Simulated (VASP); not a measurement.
**WC: single point with r2SCAN**

WC:

```xyz
2
Lattice="0.0000 2.1927 2.1927 2.1927 0.0000 2.1927 2.1927 2.1927 0.0000" Properties=species:S:1:pos:R:3 pbc="T T T"
W     0.0000    0.1414    0.1414
C     2.1927    2.1927    2.1927
```

This cell differs from its parent crystal: all W atoms moved -0.200 Å, as atom 1 towards its neighbour atom 1 (W) at 3.101 Å.

* Program: VASP 6.6.1
* Task: single point
* Functional: r2SCAN
* Potentials or basis: VASP PAW PBE potentials, release 64 (W_sv, C)
* Cutoff: 520 eV
* k mesh: 18 × 18 × 18
* Occupations: gaussian, width 0.15 eV
* Spin: no spin polarisation
* Dipole correction: no
* Further INCAR settings: ALGO = Normal; EDIFF = 1e-07; NBANDS = 16

* Pressure: 2.8 GPa
* Largest force: 1.436 eV/Å
* Band gap on the k mesh: zero (bands 9 and 10 overlap by 3.23 eV)

Forces on the atoms (eV/Å):
```
W    0.000 -1.015 -1.015
C    0.000  1.015  1.015
```

Stress tensor (GPa, compression positive):
```
-3.88  0.00  0.00
 0.00  6.17 -1.23
 0.00 -1.23  6.17
```

Levels at points of the mesh, in eV from the Fermi level:
```csv
k point,band 5,band 6,band 7,band 8,band 9,band 10,band 11,band 12,band 13,band 14
"(0.00, 0.00, 0.00)",-16.60,-3.69,-3.54,-2.82,-2.76,-1.39,-0.08,0.67,1.03,6.92
"(0.50, 0.00, 0.00)",-12.21,-9.91,-6.94,-6.81,1.12,1.24,2.64,5.19,9.16,9.33
"(0.00, 0.50, 0.00)",-12.05,-10.08,-6.76,-6.56,1.09,1.10,2.52,4.63,8.43,9.29
"(0.50, 0.50, 0.00)",-14.36,-6.13,-5.78,-2.82,-2.20,1.24,2.41,2.43,5.35,7.60
"(0.00, 0.50, 0.50)",-14.37,-6.40,-5.84,-3.06,-1.78,1.46,2.43,2.44,5.91,7.29
```

Run time: 36 min on 1 thread of Oxide Virtual Turin-like Processor (shared host), peak memory 0.35 GiB.

Caveat: the cell differs from its parent crystal (all W atoms moved -0.200 Å, as atom 1 towards its neighbour atom 1 (W) at 3.101 Å); the stress differs along the axes, from -4 to 6 GPa; the PAW data sets were made with another functional, which shifts forces and pressure a little; spin-orbit coupling is left out, which moves the levels of the heavy elements.
